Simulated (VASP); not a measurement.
# AlN (P6_3mc) in VASP: notebook

The runs below take AlN through single point, with LDA.

Program: VASP 6.6.1. These are calculated values, not measurements. Logs are shortened: lines on timing, memory, paths and dates and some standing lists are left out, and cuts for length are marked.

## (1) The cell of the first run

Symmetry: P6_3mc, No. 186, hexagonal system. Conventional cell: a = 3.120 Å, b = 3.120 Å, c = 4.914 Å, α = 90.00°, β = 90.00°, γ = 120.00°. Al (site symmetry 3m) has 4 N at 1.88 to 1.89 Å within 2.5 Å. N (site symmetry 3m) has 4 Al at 1.88 to 1.89 Å within 2.5 Å.

## (2) Single point, LDA (in-plane strain +0.01)

INCAR

```
SYSTEM = AlN
PREC     = Accurate       ! precision mode
ENCUT    = 520            ! plane-wave cutoff, eV
EDIFF    = 1E-7           ! SCF threshold, eV
ISMEAR   = 0              ! smearing method
SIGMA    = 0.01           ! smearing width, eV
LREAL    = .False.        ! projectors in reciprocal space
LASPH    = .True.         ! aspherical terms in the spheres
NELM     = 100            ! most SCF steps
ALGO     = Normal         ! electronic algorithm
ISIF     = 2              ! what is computed and relaxed
LWAVE    = .False.        ! write WAVECAR
LCHARG   = .True.         ! write CHGCAR
LELF     = .True.         ! ELF
LVHAR    = .True.       
NBANDS   = 16             ! bands
```

KPOINTS

```
regular mesh
0
Gamma
  8 8 4
  0 0 0
```

POSCAR

```
AlN
1.0
    3.1196577524      0.0000000000      0.0000000000
   -1.5598288762      2.7017028647      0.0000000000
    0.0000000000      0.0000000000      4.9136149187
Al N
2 2
Direct
    0.3333333333      0.6666666667     -0.0009915582
    0.6666666667      0.3333333333      0.4990084418
    0.3333333333      0.6666666667      0.3809915582
    0.6666666667      0.3333333333      0.8809915582
```

Potentials or basis: VASP PAW LDA potentials, release 64 (Al, N).

Run with:

```sh
> cat potpaw_LDA.64/Al/POTCAR potpaw_LDA.64/N/POTCAR > POTCAR
> mpirun -np 1 vasp_std > vasp.out
```

OUTCAR:

```text
SYSTEM = AlN
   PREC = Accurate
   ENCUT = 520
   EDIFF = 1E-7
   ISMEAR = 0
   LREAL = .False.
   LASPH = .True.
   NELM = 100
   ISIF = 2

 ion  position               nearest neighbor table
   1  0.333  0.667  0.999-   3 1.88   4 1.89   4 1.89   4 1.89   2 3.05   2 3.05   2 3.05   2 3.05
                             2 3.05   2 3.05
   2  0.667  0.333  0.499-   4 1.88   3 1.89   3 1.89   3 1.89   1 3.05   1 3.05   1 3.05   1 3.05
                             1 3.05   1 3.05
   3  0.333  0.667  0.381-   1 1.88   2 1.89   2 1.89   2 1.89
   4  0.667  0.333  0.881-   2 1.88   1 1.89   1 1.89   1 1.89

  LATTYP: Found a hexagonal cell.
 ALAT       =     3.1196577524
 C/A-ratio  =     1.5750493511

  Lattice vectors:

 A1 = (   3.1196577524,   0.0000000000,   0.0000000000)
 A2 = (  -1.5598288762,   2.7017028647,   0.0000000000)
 A3 = (   0.0000000000,   0.0000000000,   4.9136149187)

Analysis of symmetry for initial positions (statically):
=====================================================================
 Subroutine PRICEL returns:
 Original cell was already a primitive cell.

 Routine SETGRP: Setting up the symmetry group for a
 hexagonal supercell.

 Subroutine GETGRP returns: Found 12 space group operations
 (whereof  6 operations were pure point group operations)
 out of a pool of 24 trial point group operations.

The static configuration has the point symmetry C_3v.
 The point group associated with its full space group is C_6v.

Analysis of symmetry for dynamics (positions and initial velocities):
=====================================================================
 Subroutine PRICEL returns:
 Original cell was already a primitive cell.

 Routine SETGRP: Setting up the symmetry group for a
 hexagonal supercell.

 Subroutine GETGRP returns: Found 12 space group operations
 (whereof  6 operations were pure point group operations)
 out of a pool of 24 trial point group operations.

The dynamic configuration has the point symmetry C_3v.
 The point group associated with its full space group is C_6v.

 Subroutine INISYM returns: Found 12 space group operations
 (whereof  6 operations are pure point group operations),
 and found     1 'primitive' translations

----------------------------------------------------------------------------------------

                                     Primitive cell

  volume of cell :      41.4139

  direct lattice vectors                    reciprocal lattice vectors
     3.119657752  0.000000000  0.000000000     0.320547983  0.185068464  0.000000000
    -1.559828876  2.701702865  0.000000000     0.000000000  0.370136928  0.000000000
     0.000000000  0.000000000  4.913614919     0.000000000  0.000000000  0.203516152

  length of vectors
     3.119657752  3.119657752  4.913614919     0.370136928  0.370136928  0.203516152

  position of ions in fractional coordinates (direct lattice)
     0.333333333  0.666666667  0.999008442
     0.666666667  0.333333333  0.499008442
     0.333333333  0.666666667  0.380991558
     0.666666667  0.333333333  0.880991558

  ion indices of the primitive-cell ions
   primitive index   ion index
                 1           1
                 2           2
                 3           3
                 4           4

----------------------------------------------------------------------------------------

 KPOINTS: regular mesh

Automatic generation of k-mesh.
 Grid dimensions read from file:
 generate k-points for:    8    8    4

 Generating k-lattice:

  Cartesian coordinates                     Fractional coordinates (reciprocal lattice)
     0.040068498  0.023133558  0.000000000     0.125000000  0.000000000  0.000000000
     0.000000000  0.046267116  0.000000000     0.000000000  0.125000000  0.000000000
     0.000000000  0.000000000  0.050879038     0.000000000  0.000000000  0.250000000

  Length of vectors
     0.046267116  0.046267116  0.050879038

  Shift w.r.t. Gamma in fractional coordinates (k-lattice)
     0.000000000  0.000000000  0.000000000

 Subroutine IBZKPT returns following result:
 ===========================================

 Found     30 irreducible k-points:

 Following reciprocal coordinates:
            Coordinates               Weight
  0.000000  0.000000  0.000000      1.000000
  0.125000  0.000000  0.000000      6.000000
  0.250000  0.000000  0.000000      6.000000
  0.375000 -0.000000  0.000000      6.000000
  0.500000  0.000000  0.000000      3.000000
  0.125000  0.125000  0.000000      6.000000
[... 16 lines left out ...]
  0.250000  0.000000  0.500000      6.000000
  0.375000 -0.000000  0.500000      6.000000
 [... further k-points ...]
   k-points           NKPTS =     30   k-points in BZ     NKDIM =     30   number of bands    NBANDS=     16
   number of dos      NEDOS =    301   number of ions     NIONS =      4
   total plane-waves  NPLWV =  23040
   dimension x,y,z NGX =    24 NGY =   24 NGZ =   40
   dimension x,y,z NGXF=    48 NGYF=   48 NGZF=   80
   ions per type =               2   2
   NGX,Y,Z   is equivalent  to a cutoff of  12.79, 12.79, 13.53 a.u.
   NGXF,Y,Z  is equivalent  to a cutoff of  25.58, 25.58, 27.07 a.u.
 SYSTEM =  AlN
   PREC   = accura    normal or accurate (medium, high low for compatibility)
   ISTART =      0    job   : 0-new  1-cont  2-samecut
   ICHARG =      2    charge: 1-file 2-atom 10-const
   ISPIN  =      1    spin polarized calculation?
   LNONCOLLINEAR =      F non collinear calculations
   LSORBIT =      F    spin-orbit coupling
   LASPH  =      T    aspherical Exc in radial PAW
   ENCUT  =  520.0 eV  38.22 Ry    6.18 a.u.   5.80  5.80  9.14*2*pi/ulx,y,z
   NELM   =    100;   NELMIN=  2; NELMDL= -5     # of ELM steps
   EDIFF  = 0.1E-06   stopping-criterion for ELM
   LREAL  =      F    real-space projection
   EDIFFG = 0.1E-05   stopping-criterion for IOM
   NSW    =      0    number of steps for IOM
   IBRION =     -1    ionic relax: 0-MD 1-quasi-New 2-CG
   NFREE  =      0    steps in history (QN), initial steepest desc. (CG)
   ISIF   =      2    stress and relaxation
   ISYM   =      2    0-nonsym 1-usesym 2-fastsym
   POTIM  = 0.5000    time-step for ionic-motion
   TEBEG  =    0.0;   TEEND  =   0.0 temperature during run
   PSTRESS=    0.0 pullay stress
   NELECT =      16.0000    total number of electrons
   NUPDOWN=      -1.0000    fix difference up-down
   EMIN   =  10.00;   EMAX   =-10.00  energy-range for DOS
   EFERMI =   0.00;   METHOD = LEGACY
   ISMEAR =     0;   SIGMA  =   0.01  broadening in eV -4-tet -1-fermi 0-gaus
   EFERMI_NEDOS =   21; number of points for ismear=-14 and -15
   IALGO  =     38    algorithm
   IMIX   =      4    mixing-type and parameters
     AMIX     =   0.40;   BMIX     =  1.00
     AMIX_MAG =   1.60;   BMIX_MAG =  1.00
  volume/ion in A,a.u.               =      10.35        69.87
  Fermi-wavevector in a.u.,A,eV,Ry     =   1.192339  2.253193 19.343013  1.421671
  Thomas-Fermi vector in A             =   2.328379
   LORBIT       =      0    0 simple, 1 ext, 2 COOP (PROOUT), +10 PAW based schemes
   GGA     = CA    functional components
   LHFCALC =     F    Hartree Fock is set to
   AEXX    =    0.0000 exact exchange contribution
   IVDW    =     0    specifies the selected vdW correction
   LEPSILON=     F    determine dielectric tensor
   LRPA    =     F    only Hartree local field effects (RPA)
 non-spin polarized calculation
 Gauss-broadening in eV      SIGMA  =   0.01
  energy-cutoff  :      520.00
  volume of cell :       41.41
 maximum number of plane-waves:      1140
 NGX is ok and might be reduce to    24
   NGX = 11   NGY = 11   NGZ = 19

 number of electron      15.9999999 magnetization

 Free energy of the ion-electron system (eV)
  ---------------------------------------------------
  ext. energy  EPLUGINS =         0.00000000
  ---------------------------------------------------
  free energy    TOTEN  =       -32.82890457 eV

  energy without entropy =      -32.82890457  energy(sigma->0) =      -32.82890457

 E-fermi :   6.1470     XC(G=0): -11.2818

 val. band max:        6.0303349111   @ k =   0.0000   0.0000   0.0000
 cond. band min:      10.2865995599   @ k =   0.0000   0.0000   0.0000
 fundamental gap:      4.2562646488
 Fermi energy:         6.1469770588

 k-point     1 :       0.0000    0.0000    0.0000
  band No.  band energies     occupation
      1      -9.1101      2.00000
      2      -6.7892      2.00000
      3      -0.0657      2.00000
      4       5.0327      2.00000
      5       5.0327      2.00000
      6       5.7374      2.00000
[... 8 lines left out ...]
     15      18.8964      0.00000
     16      19.2993      0.00000

 k-point     2 :       0.1250    0.0000    0.0000
  band No.  band energies     occupation
      1      -8.9091      2.00000
      2      -6.6806      2.00000
      3       0.1688      2.00000
      4       4.1626      2.00000
      5       4.7841      2.00000
      6       4.9306      2.00000
[... 8 lines left out ...]
     15      18.6606      0.00000
     16      18.8556      0.00000

 k-point     3 :       0.2500    0.0000    0.0000
  band No.  band energies     occupation
      1      -8.3459      2.00000
      2      -6.4275      2.00000
      3       0.8432      2.00000
      4       2.4433      2.00000
      5       3.5171      2.00000
      6       4.3112      2.00000
[... 8 lines left out ...]
     15      18.0589      0.00000
     16      18.9847      0.00000

 k-point     4 :       0.3750   -0.0000    0.0000
  band No.  band energies     occupation
      1      -7.5760      2.00000
      2      -6.2599      2.00000
      3       1.0059      2.00000
      4       1.8325      2.00000
      5       2.3150      2.00000
      6       3.9279      2.00000
[... 8 lines left out ...]
     15      18.1715      0.00000
     16      20.6000      0.00000

 k-point     5 :       0.5000    0.0000    0.0000
  band No.  band energies     occupation
      1      -7.0787      2.00000
      2      -6.3258      2.00000
      3       0.4617      2.00000
      4       1.8151      2.00000
      5       2.5730      2.00000
      6       3.7856      2.00000
[... 8 lines left out ...]
     15      18.6916      0.00000
     16      21.1544      0.00000

 k-point     6 :       0.1250    0.1250    0.0000
  band No.  band energies     occupation
      1      -8.5260      2.00000
      2      -6.4981      2.00000
      3       0.6241      2.00000
      4       3.2311      2.00000
      5       3.4450      2.00000
      6       4.6769      2.00000
[... 8 lines left out ...]
     15      18.3638      0.00000
     16      19.0169      0.00000
[... 267 lines left out ...]
 k-point    21 :       0.0000    0.0000    0.5000
  band No.  band energies     occupation
      1      -8.1644      2.00000
      2      -8.1644      2.00000
      3       2.6982      2.00000
      4       2.6982      2.00000
      5       5.3742      2.00000
      6       5.3742      2.00000
[... 8 lines left out ...]
     15      17.1512      0.00000
     16      17.1512      0.00000

 k-point    22 :       0.1250    0.0000    0.5000
  band No.  band energies     occupation
      1      -7.9901      2.00000
      2      -7.9901      2.00000
      3       2.5979      2.00000
      4       2.5979      2.00000
      5       4.8795      2.00000
      6       4.8795      2.00000
[... 8 lines left out ...]
     15      17.6190      0.00000
     16      17.6190      0.00000

 k-point    23 :       0.2500    0.0000    0.5000
  band No.  band energies     occupation
      1      -7.5203      2.00000
      2      -7.5203      2.00000
      3       1.9084      2.00000
      4       1.9084      2.00000
      5       4.4031      2.00000
      6       4.4031      2.00000
[... 8 lines left out ...]
     15      18.5502      0.00000
     16      18.5502      0.00000

 k-point    24 :       0.3750   -0.0000    0.5000
  band No.  band energies     occupation
      1      -6.9504      2.00000
      2      -6.9504      2.00000
      3       0.7981      2.00000
      4       0.7981      2.00000
      5       4.5167      2.00000
      6       4.5167      2.00000
[... 8 lines left out ...]
     15      19.0441      0.00000
     16      19.0441      0.00000

 [... further k-points ...]

------------------------ aborting loop because EDIFF is reached ----------------------------------------

  FORCE on cell =-STRESS in cart. coord.  units (eV):
  Direction    XX          YY          ZZ          XY          YZ          ZX
  --------------------------------------------------------------------------------------
  -------------------------------------------------------------------------------------
  Total       -1.1866774     -1.1866774      0.5493657      0.0000000      0.0000000      0.0000000
  in kB      -45.9089774    -45.9089774     21.2533056      0.0000000      0.0000000      0.0000000
  external PRESSURE =     -23.5215497 kB  Pullay stress =       0.0000000 kB

 VOLUME and BASIS-vectors are now :
 -----------------------------------------------------------------------------
  energy-cutoff  :      520.00
  volume of cell :       41.41
      direct lattice vectors                 reciprocal lattice vectors
     3.119657752  0.000000000  0.000000000     0.320547983  0.185068464  0.000000000
    -1.559828876  2.701702865  0.000000000     0.000000000  0.370136928  0.000000000
     0.000000000  0.000000000  4.913614919     0.000000000  0.000000000  0.203516152

 POSITION                                       TOTAL-FORCE (eV/Angst)
 -----------------------------------------------------------------------------------
     -0.00000      1.80114      4.90874         0.000000     -0.000000     -0.197884
      1.55983      0.90057      2.45194         0.000000     -0.000000     -0.197884
     -0.00000      1.80114      1.87205         0.000000     -0.000000      0.197884
      1.55983      0.90057      4.32885        -0.000000      0.000000      0.197884
 -----------------------------------------------------------------------------------
    total drift:                               -0.000000      0.000000     -0.000011

  FREE ENERGIE OF THE ION-ELECTRON SYSTEM (eV)
  ---------------------------------------------------
  free  energy   TOTEN  =       -32.8289045712 eV

  energy  without entropy=      -32.8289045712  energy(sigma->0) =      -32.82890457
```

It took 26 s on 1 thread of Intel Xeon 8259CL, shared host; peak memory 0.14 GiB.

Results:

```
Free energy            : -32.8289 eV
Pressure               : -2.4 GPa
Largest force          : 0.198 eV/Å
Band gap on the k mesh : 4.26 eV
```

Forces in eV/Å, atoms in the order of the input:
```
Al   0.000  0.000 -0.198
Al   0.000  0.000 -0.198
N    0.000  0.000  0.198
N    0.000  0.000  0.198
```

Caveat: the cell differs from its parent crystal (in-plane strain +0.01).

(Continued in part 2 of 2.)
